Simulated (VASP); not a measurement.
# SiB6 (R3m) in VASP: notebook, part 2 of 3

VASP 6.6.1. The steps go on from the part before.

## 3. Single point, PBE

This run uses another cell than the first one, of 9.66 Å³/atom, 1.010 times its volume.

The input, INCAR:

```
PREC     = Accurate       # precision mode
ENCUT    = 520            # plane-wave cutoff, eV
EDIFF    = 1E-7           # SCF threshold, eV
ISMEAR   = 0              # smearing method
SIGMA    = 0.1            # smearing width, eV
LREAL    = False          # projectors in reciprocal space
LASPH    = True           # aspherical terms in the spheres
NELM     = 100            # most SCF steps
ALGO     = Normal         # electronic algorithm
ISIF     = 2              # what is computed and relaxed
LWAVE    = False          # write WAVECAR
LCHARG   = False          # write CHGCAR
GGA      = PE             # functional
NBANDS   = 20             # bands
```

The input, KPOINTS:

```
Automatic mesh
0
Gamma
  6 6 6
```

The input, POSCAR:

```
SiB6
1.0
    2.2990309771      1.3273461557      3.6938605164
   -2.2990309771      1.3273461557      3.6938605164
    0.0000000000     -2.6546923048      3.6938605188
Si B
1 6
Direct
    0.6788263170      0.6788263170      0.6788263170
    0.8564640066      0.8564640066      0.8564640066
    0.1150383635      0.7493569390      0.1150383635
    0.1150383635      0.1150383635      0.7493569390
    0.7493569390      0.1150383635      0.1150383635
    0.4994221267      0.4994221267      0.4994221267
    0.3512168138      0.3512168138      0.3512168138
```

Potentials or basis: VASP PAW PBE potentials, release 64 (Si, B).

The run is started by

```console
> cat potpaw_PBE.64/Si/POTCAR potpaw_PBE.64/B/POTCAR > POTCAR
> mpirun -np 1 vasp_std > vasp.out
```

OUTCAR:

```text
PREC = Accurate
   ENCUT = 520
   EDIFF = 1E-7
   ISMEAR = 0
   LREAL = False
   LASPH = True
   NELM = 100
   ISIF = 2
   GGA = PE

 ion  position               nearest neighbor table
   1  0.679  0.679  0.679-   2 1.97   6 1.99   5 2.34   3 2.34   3 2.34   5 2.34   4 2.34   4 2.34
                             7 2.66   7 2.66   7 2.66
   2  0.856  0.856  0.856-   4 1.80   3 1.80   5 1.80   1 1.97
   3  0.115  0.749  0.115-   4 1.68   5 1.68   7 1.71   2 1.80   1 2.34   1 2.34
   4  0.115  0.115  0.749-   3 1.68   5 1.68   7 1.71   2 1.80   1 2.34   1 2.34
   5  0.749  0.115  0.115-   4 1.68   3 1.68   7 1.71   2 1.80   1 2.34   1 2.34
   6  0.499  0.499  0.499-   7 1.64   1 1.99
   7  0.351  0.351  0.351-   6 1.64   4 1.71   5 1.71   3 1.71   1 2.66   1 2.66   1 2.66

  LATTYP: Found a trigonal (rhomboedric) cell.
 ALAT       =     4.5488456520
 COS(alpha) =     0.4891219544

  Lattice vectors:

 A1 = (   2.2990309771,   1.3273461557,   3.6938605164)
 A2 = (  -2.2990309771,   1.3273461557,   3.6938605164)
 A3 = (   0.0000000000,  -2.6546923048,   3.6938605188)

Analysis of symmetry for initial positions (statically):
=====================================================================
 Subroutine PRICEL returns:
 Original cell was already a primitive cell.

 Routine SETGRP: Setting up the symmetry group for a
 trigonal (rhombohedral) supercell.

 Subroutine GETGRP returns: Found  6 space group operations
 (whereof  6 operations were pure point group operations)
 out of a pool of 12 trial point group operations.

The static configuration has the point symmetry C_3v.

Analysis of symmetry for dynamics (positions and initial velocities):
=====================================================================
 Subroutine PRICEL returns:
 Original cell was already a primitive cell.

 Routine SETGRP: Setting up the symmetry group for a
 trigonal (rhombohedral) supercell.

[... 137 lines left out ...]
  Thomas-Fermi vector in A             =   2.262568
   LORBIT       =      0    0 simple, 1 ext, 2 COOP (PROOUT), +10 PAW based schemes
   GGA     = PE    functional components
   LHFCALC =     F    Hartree Fock is set to
   AEXX    =    0.0000 exact exchange contribution
   IVDW    =     0    specifies the selected vdW correction
   LEPSILON=     F    determine dielectric tensor
   LRPA    =     F    only Hartree local field effects (RPA)
 non-spin polarized calculation
 Gauss-broadening in eV      SIGMA  =   0.10
  energy-cutoff  :      520.00
  volume of cell :       67.63
 maximum number of plane-waves:      1844
 NGX is ok and might be reduce to    36
   NGX = 17   NGY = 17   NGZ = 17

 number of electron      22.0000000 magnetization

 Free energy of the ion-electron system (eV)
  ---------------------------------------------------
  ext. energy  EPLUGINS =         0.00000000
  ---------------------------------------------------
  free energy    TOTEN  =       -39.73209338 eV

  energy without entropy =      -39.72382404  energy(sigma->0) =      -39.72795871

 E-fermi :   5.4059     XC(G=0): -10.7455

 val. band max:        5.3421439731   @ k =  -0.3333  -0.3333   0.1667
 cond. band min:       5.4181495973   @ k =  -0.3333   0.1667   0.0000
 fundamental gap:      0.0760056242
 Fermi energy:         5.4059250143

 k-point     1 :       0.0000    0.0000    0.0000
  band No.  band energies     occupation
      1      -9.1232      2.00000
      2      -4.4596      2.00000
      3      -0.6067      2.00000
      4      -0.3264      2.00000
      5      -0.3264      2.00000
      6       0.1454      2.00000
[... 541 lines left out ...]
     19      12.4903      0.00000
     20      13.2583      0.00000

 [... further k-points ...]

------------------------ aborting loop because EDIFF is reached ----------------------------------------

  FORCE on cell =-STRESS in cart. coord.  units (eV):
  Direction    XX          YY          ZZ          XY          YZ          ZX
  --------------------------------------------------------------------------------------
  -------------------------------------------------------------------------------------
  Total        0.0114738      0.0114738      0.0409303      0.0000000      0.0000000      0.0000000
  in kB        0.2718053      0.2718053      0.9696050      0.0000000      0.0000000      0.0000000
  external PRESSURE =       0.5044052 kB  Pullay stress =       0.0000000 kB

 VOLUME and BASIS-vectors are now :
 -----------------------------------------------------------------------------
  energy-cutoff  :      520.00
  volume of cell :       67.63
      direct lattice vectors                 reciprocal lattice vectors
     2.299030977  1.327346156  3.693860516     0.217482933  0.125563830  0.090239827
    -2.299030977  1.327346156  3.693860516    -0.217482933  0.125563830  0.090239827
     0.000000000 -2.654692305  3.693860519     0.000000000 -0.251127660  0.090239827

 POSITION                                       TOTAL-FORCE (eV/Angst)
 -----------------------------------------------------------------------------------
      0.00000      0.00000      7.52247        -0.000000     -0.000000     -0.001972
      0.00000      0.00000      9.49098        -0.000000     -0.000000     -0.004712
     -1.45832      0.84196      3.61789         0.020210     -0.011668      0.003490
      0.00000     -1.68392      3.61789        -0.000000      0.023336      0.003490
      1.45832      0.84196      3.61789        -0.020210     -0.011668      0.003490
      0.00000      0.00000      5.53439        -0.000000      0.000000      0.018606
      0.00000      0.00000      3.89204        -0.000000     -0.000000     -0.022391
 -----------------------------------------------------------------------------------
    total drift:                                0.000000     -0.000000     -0.000034

  FREE ENERGIE OF THE ION-ELECTRON SYSTEM (eV)
  ---------------------------------------------------
  free  energy   TOTEN  =       -39.7320933819 eV

  energy  without entropy=      -39.7238240385  energy(sigma->0) =      -39.72795871
```

stdout:

```text
POSCAR found type information on POSCAR SiB
 POSCAR found :  2 types and       7 ions
 scaLAPACK will be used
 LDA part: xc-table for (Slater+PW92), standard interpolation
 POSCAR, INCAR and KPOINTS ok, starting setup
 FFT: planning ... GRIDC
 FFT: planning ... GRID_SOFT
 FFT: planning ... GRID
 WAVECAR not read
 entering main loop
```

Run time: 29 s. Hardware: 1 thread of Intel Xeon Platinum 8559C (Emerald Rapids), shared host; peak memory 0.2 GiB.

What came out:

| Quantity | Value |
| --- | --- |
| Free energy | -39.7321 eV |
| Pressure | 0.1 GPa |
| Largest force | 0.024 eV/Å |
| Band gap on the k mesh | zero (band 11 reaches 6.18 eV, above the bottom of band 12 at 4.42 eV) |

Forces on the atoms (eV/Å):
```
Si   0.000  0.000 -0.002
B    0.000  0.000 -0.005
B    0.020 -0.012  0.003
B    0.000  0.023  0.003
B   -0.020 -0.012  0.003
B    0.000  0.000  0.019
B    0.000  0.000 -0.022
```

Levels at points of the mesh, in eV from the Fermi level:
```tsv
k point	band 9	band 10	band 11	band 12	band 13	band 14
(0.00, 0.00, 0.00)	-3.92	-3.69	-0.85	-0.85	0.56	0.56
(0.50, 0.00, 0.00)	-2.47	-1.12	-1.05	0.33	1.82	2.45
(0.50, 0.50, 0.00)	-1.84	-0.81	0.78	1.05	1.62	1.91
(0.50, 0.50, 0.50)	-1.87	-1.16	0.25	0.25	3.46	3.46
```

## 4. Relaxation of cell and atoms, PBE

The input, INCAR:

```
SYSTEM = SiB6
ALGO = Normal
EDIFF = 1E-6
EDIFFG = -0.04
ENCUT = 600
GGA = PE
IBRION = 2
ISIF = 3
ISMEAR = 0
LASPH = .TRUE.
LCHARG = .FALSE.
LREAL = .FALSE.
LWAVE = .FALSE.
NELM = 80
NSW = 90
PREC = Accurate
SIGMA = 0.1
```

The input, KPOINTS:

```
k-points
0
G
  6 6 6
  0 0 0
```

The input, POSCAR:

```
SiB6
1.0
    2.6091944600      1.5064191300      2.8394248200
   -2.6091944600      1.5064191300      2.8394248200
    0.0000000000     -3.0128382500      2.8394248200
Si B
1 6
Direct
    0.6869802800      0.6869802800      0.6869802800
    0.8554708300      0.8554708300      0.8554708300
    0.1370379200      0.7498258000      0.1370379200
    0.1370379200      0.1370379200      0.7498258000
    0.7498258000      0.1370379200      0.1370379200
    0.5300924600      0.5300924600      0.5300924600
    0.2689177200      0.2689177200      0.2689177200
```

Potentials or basis: VASP PAW PBE potentials, release 64 (Si, B).

The run is started by

```console
> cat potpaw_PBE.64/Si/POTCAR potpaw_PBE.64/B/POTCAR > POTCAR
> mpirun -np 1 vasp_std > vasp.out
```

OUTCAR:

```text
SYSTEM = SiB6
   EDIFF = 1E-6
   EDIFFG = -0.04
   ENCUT = 600
   GGA = PE
   IBRION = 2
   ISIF = 3
   ISMEAR = 0
   LASPH = .TRUE.
   LREAL = .FALSE.
   NELM = 80
   NSW = 90
   PREC = Accurate

 ion  position               nearest neighbor table
   1  0.687  0.687  0.687-   6 1.34   2 1.44   4 2.63   4 2.63   3 2.63   5 2.63   3 2.63   5 2.63

   2  0.855  0.855  0.855-   1 1.44   3 1.75   5 1.75   4 1.75
   3  0.137  0.750  0.137-   2 1.75   7 1.95   5 2.02   4 2.02   1 2.63   1 2.63
   4  0.137  0.137  0.750-   2 1.75   7 1.95   5 2.02   3 2.02   1 2.63   1 2.63
   5  0.750  0.137  0.137-   2 1.75   7 1.95   3 2.02   4 2.02   1 2.63   1 2.63
   6  0.530  0.530  0.530-   1 1.34
   7  0.269  0.269  0.269-   3 1.95   5 1.95   4 1.95

  LATTYP: Found a trigonal (rhomboedric) cell.
 ALAT       =     4.1399912595
 COS(alpha) =     0.2055912047

  Lattice vectors:

 A1 = (   2.6091944600,   1.5064191300,   2.8394248200)
 A2 = (  -2.6091944600,   1.5064191300,   2.8394248200)
 A3 = (   0.0000000000,  -3.0128382500,   2.8394248200)

Analysis of symmetry for initial positions (statically):
=====================================================================
 Subroutine PRICEL returns:
 Original cell was already a primitive cell.

 Routine SETGRP: Setting up the symmetry group for a
 trigonal (rhombohedral) supercell.

 Subroutine GETGRP returns: Found  6 space group operations
 (whereof  6 operations were pure point group operations)
 out of a pool of 12 trial point group operations.

The static configuration has the point symmetry C_3v.

Analysis of symmetry for dynamics (positions and initial velocities):
=====================================================================
 Subroutine PRICEL returns:
 Original cell was already a primitive cell.

 Routine SETGRP: Setting up the symmetry group for a
 trigonal (rhombohedral) supercell.

 Subroutine GETGRP returns: Found  6 space group operations
 (whereof  6 operations were pure point group operations)
 out of a pool of 12 trial point group operations.

The dynamic configuration has the point symmetry C_3v.

[... 159 lines left out ...]

------------------------ aborting loop because EDIFF is reached ----------------------------------------

  FORCE on cell =-STRESS in cart. coord.  units (eV):
  Direction    XX          YY          ZZ          XY          YZ          ZX
  --------------------------------------------------------------------------------------
  -------------------------------------------------------------------------------------
  Total       -7.0019234     -7.0019234     70.5611005      0.0000000      0.0000001      0.0000000
  in kB     -167.5305609   -167.5305616   1688.2705093      0.0000000      0.0000020      0.0000000
  external PRESSURE =     451.0697956 kB  Pullay stress =       0.0000000 kB
[... 28 lines left out ...]
--------------------------------------- Ionic step        2  -------------------------------------------

 number of electron      22.0000000 magnetization

 E-fermi :   2.8522     XC(G=0):  -8.7945

 val. band max:        2.8325312970   @ k =  -0.3333   0.3333   0.1667
 cond. band min:       2.8837831788   @ k =  -0.3333   0.1667   0.0000
 fundamental gap:      0.0512518818
 Fermi energy:         2.8522318034

 k-point     1 :       0.0000    0.0000    0.0000
  band No.  band energies     occupation
      1     -10.5571      2.00000
      2      -8.7321      2.00000
      3      -8.7321      2.00000
      4      -6.2592      2.00000
      5      -5.4921      2.00000
      6      -5.4921      2.00000
      7      -3.4085      2.00000
      8      -2.2674      2.00000
      9       0.0100      2.00000
     10       2.2206      2.00000
     11       2.2206      2.00000
     12       2.9800      0.07083
     13       2.9800      0.07083
     14       3.1868      0.00000
[... 490 lines left out ...]
  FREE ENERGIE OF THE ION-ELECTRON SYSTEM (eV)
  ---------------------------------------------------
  free  energy   TOTEN  =       -34.8035250560 eV

  energy  without entropy=      -34.7935001649  energy(sigma->0) =      -34.79851261

[... ionic steps 4 to 37 ...]

--------------------------------------- Ionic step       38  -------------------------------------------

 number of electron      22.0000000 magnetization

------------------------ aborting loop because EDIFF is reached ----------------------------------------
[... 77 lines left out ...]
--------------------------------------- Ionic step       40  -------------------------------------------

 number of electron      22.0000000 magnetization

 Free energy of the ion-electron system (eV)
  ---------------------------------------------------
  ext. energy  EPLUGINS =         0.00000000
  ---------------------------------------------------
  free energy    TOTEN  =       -39.57180848 eV

  energy without entropy =      -39.56406890  energy(sigma->0) =      -39.56793869

 E-fermi :   6.9385     XC(G=0): -11.3044

 val. band max:        6.9259580816   @ k =   0.3333   0.3333   0.1667
 cond. band min:       6.9773245313   @ k =  -0.1667   0.5000   0.1667
 fundamental gap:      0.0513664497
 Fermi energy:         6.9385359794

 k-point     1 :       0.0000    0.0000    0.0000
  band No.  band energies     occupation
      1      -8.7709      2.00000
      2      -3.9890      2.00000
      3       0.1039      2.00000
      4       0.1039      2.00000
      5       0.2087      2.00000
      6       0.7097      2.00000
      7       0.7097      2.00000
      8       1.8364      2.00000
      9       3.2035      2.00000
     10       4.8871      2.00000
     11       5.5514      2.00000
     12       5.5514      2.00000
     13       6.5243      2.00000
     14       6.9032      1.38247
[... 449 lines left out ...]
  FREE ENERGIE OF THE ION-ELECTRON SYSTEM (eV)
  ---------------------------------------------------
  free  energy   TOTEN  =       -39.5718084814 eV

  energy  without entropy=      -39.5640689028  energy(sigma->0) =      -39.56793869

 reached required accuracy - stopping structural energy minimisation
```

OSZICAR:

```text
N       E                     dE             d eps       ncg     rms          rms(c)
DAV:   1     0.608041693019E+02    0.60804E+02   -0.10719E+04   960   0.144E+03
DAV:   2    -0.251774590278E+02   -0.85982E+02   -0.83989E+02  1296   0.212E+02
DAV:   3    -0.291158244264E+02   -0.39384E+01   -0.38510E+01  1261   0.434E+01
[... 336 lines left out ...]
DAV:   1    -0.395720377382E+02   -0.71299E-03   -0.49944E-02   960   0.177E+00    0.718E-02
DAV:   2    -0.395718438317E+02    0.19391E-03   -0.14001E-03  1338   0.265E-01    0.308E-02
DAV:   3    -0.395718119280E+02    0.31904E-04   -0.14102E-04  1121   0.760E-02    0.124E-02
DAV:   4    -0.395718088354E+02    0.30926E-05   -0.19450E-05  1205   0.283E-02    0.437E-03
DAV:   5    -0.395718084814E+02    0.35394E-06   -0.28588E-06   711   0.108E-02
  40 F= -.39571808E+02 E0= -.39567939E+02  d E =-.484282E-03
```

It took 8.6 min on 1 thread of Intel Xeon Platinum 8559C (Emerald Rapids), shared host; peak memory 0.21 GiB.

Results:

* Free energy: -39.5718 eV
* Relaxed volume: 8.76 Å³/atom
* Relaxed cell: a = 4.309 Å, b = 4.309 Å, c = 4.309 Å, α = 63.84°, β = 63.84°, γ = 63.84°
* Space group after relaxing (to 0.05 Å): R3m (No. 160)
* Energy gained by relaxing: 2193.9 meV/atom
* Ionic steps: 40
* Pressure after relaxing: -0.3 GPa
* Largest force after relaxing: 0.040 eV/Å

Forces in eV/Å, atoms in the order of the input:
```
Si   0.000  0.000  0.022
B    0.000  0.000  0.028
B   -0.020  0.011 -0.033
B    0.000 -0.023 -0.033
B    0.020  0.011 -0.033
B    0.000  0.000  0.027
B    0.000  0.000  0.020
```

Stress tensor (GPa, compression positive):
```
-0.36  0.00  0.00
 0.00 -0.36  0.00
 0.00  0.00 -0.13
```

The path:
```tsv
step	energy change (eV)	largest force (eV/Å)	pressure (GPa)	volume (Å³)
1	0.0000	38.7047	45.11	66.96
2	176.6852	817.4622	235.13	90.15
3	-10.5893	6.2494	9.36	69.27
4	-10.6152	6.1733	9.22	69.17
5	-10.7718	7.7329	8.59	68.07
6	-13.4051	0.6322	-21.78	73.51
7	-13.5042	0.3389	-18.97	72.45
8	-14.3752	1.0530	-7.24	63.71
9	-14.4524	1.5524	-1.20	60.97
10	-14.8239	1.4500	0.67	57.96
11	-14.8936	1.6539	3.81	55.99
12	-14.9395	1.2666	0.25	56.27
13	-14.9681	0.7921	1.23	56.17
14	-15.0116	0.7958	0.63	56.62
15	-15.0345	0.6732	0.12	57.24
16	-15.0618	0.5991	-0.32	57.54
17	-15.0866	1.3424	-0.87	58.13
18	-15.1135	1.3194	-1.05	58.25
19	-15.1815	1.2738	-1.28	58.64
20	-15.2411	1.3748	-0.06	59.38
21	-15.3107	0.5593	-0.34	59.64
22	-15.3128	0.5947	-0.37	59.69
23	-15.3288	0.3649	-0.07	59.66
24	-15.3367	0.1806	0.41	59.62
25	-15.3431	0.1656	0.52	59.73
26	-15.3468	0.2623	0.74	59.90
27	-15.3508	0.1280	0.52	60.10
28	-15.3518	0.0886	0.36	60.25
29	-15.3526	0.0859	0.18	60.35
30	-15.3533	0.0805	-0.23	60.57
31	-15.3541	0.0805	-0.16	60.60
32	-15.3544	0.0842	-0.09	60.63
33	-15.3550	0.0587	0.12	60.62
34	-15.3551	0.0915	0.26	60.62
35	-15.3556	0.0662	0.30	60.67
36	-15.3564	0.0491	0.41	60.80
37	-15.3564	0.0511	0.44	60.85
38	-15.3570	0.0597	0.09	61.05
39	-15.3571	0.0789	-0.23	61.23
40	-15.3576	0.0397	-0.28	61.34
```

Final structure:
```xyz
7
Lattice="2.2780 1.3152 3.4124 -2.2780 1.3152 3.4124 0.0000 -2.6304 3.4124" Properties=species:S:1:pos:R:3 pbc="T T T"
Si    0.0000    0.0000    6.8543
B     0.0000    0.0000    8.8998
B    -1.4232    0.8217    3.5717
B     0.0000   -1.6434    3.5717
B     1.4232    0.8217    3.5717
B     0.0000    0.0000    4.8074
B     0.0000    0.0000    3.1756
```

Levels at points of the mesh, in eV from the Fermi level:
| k point | band 7 | band 8 | band 9 | band 10 | band 11 | band 12 | band 13 | band 14 | band 15 |
| --- | --- | --- | --- | --- | --- | --- | --- | --- | --- |
| (0.00, 0.00, 0.00) | -6.23 | -5.10 | -3.74 | -2.05 | -1.39 | -1.39 | -0.41 | -0.04 | -0.04 |
| (0.50, 0.00, 0.00) | -4.87 | -4.03 | -3.91 | -2.55 | -1.25 | 0.66 | 0.89 | 2.94 | 3.40 |
| (0.50, 0.50, 0.00) | -4.48 | -2.70 | -2.23 | -0.71 | 0.41 | 1.00 | 2.13 | 2.33 | 2.36 |
| (0.50, 0.50, 0.50) | -6.93 | -6.93 | -2.20 | -0.46 | -0.46 | 0.88 | 2.92 | 4.60 | 4.60 |

Caveat: the bands computed are all filled at some k points, so no gap is given.

(Continued in part 3 of 3.)
